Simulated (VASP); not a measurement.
Here is a VASP 6.6.1 calculation.

INCAR

```
SYSTEM = AlPt
ALGO = Fast
EDIFF = 1E-6
ENCUT = 520
GGA = PS
ISIF = 2
ISMEAR = 0
LASPH = .True.
LCHARG = .False.
LREAL = .False.
LWAVE = .False.
NBANDS = 36
NELM = 60
PREC = Accurate
SIGMA = 0.1
```

Contents of KPOINTS:

```
k-points
0
Gamma
  8 8 8
  0 0 0
```

File POSCAR:

```
AlPt
1.0
    4.9167105571      0.0000000000      0.0000000000
    0.0000000000      4.9167105571      0.0000000000
    0.0000000000      0.0000000000      4.9167105571
Al Pt
4 4
Direct
    0.8438845317      0.8438845317      0.8438845317
    0.6561154683      0.1561154683      0.3438845317
    0.3438845317      0.6561154683      0.1561154683
    0.1561154683      0.3438845317      0.6561154683
    0.1540236539      0.1540236539      0.1540236539
    0.3459763461      0.8459763461      0.6540236539
    0.6540236539      0.3459763461      0.8459763461
    0.8459763461      0.6540236539      0.3459763461
```

Potentials or basis: VASP PAW PBE potentials, release 64 (Al, Pt).

Launch:

```bash
$ cat potpaw_PBE.64/Al/POTCAR potpaw_PBE.64/Pt/POTCAR > POTCAR
$ mpirun -np 1 vasp_std > vasp.out
```

**Question.** Estimate the largest force.

**Answer.** 0.007 eV/Å.

**Question.** Estimate the pressure.

**Answer.** -5.7 GPa.

Forces in eV/Å, atoms in the order of the input:
```
Al  -0.004 -0.004 -0.004
Al   0.004  0.004 -0.004
Al  -0.004  0.004  0.004
Al   0.004 -0.004  0.004
Pt   0.002  0.002  0.002
Pt  -0.002 -0.002  0.002
Pt   0.002 -0.002 -0.002
Pt  -0.002  0.002 -0.002
```

Caveat: the PAW data sets were made with another functional, which shifts forces and pressure a little.
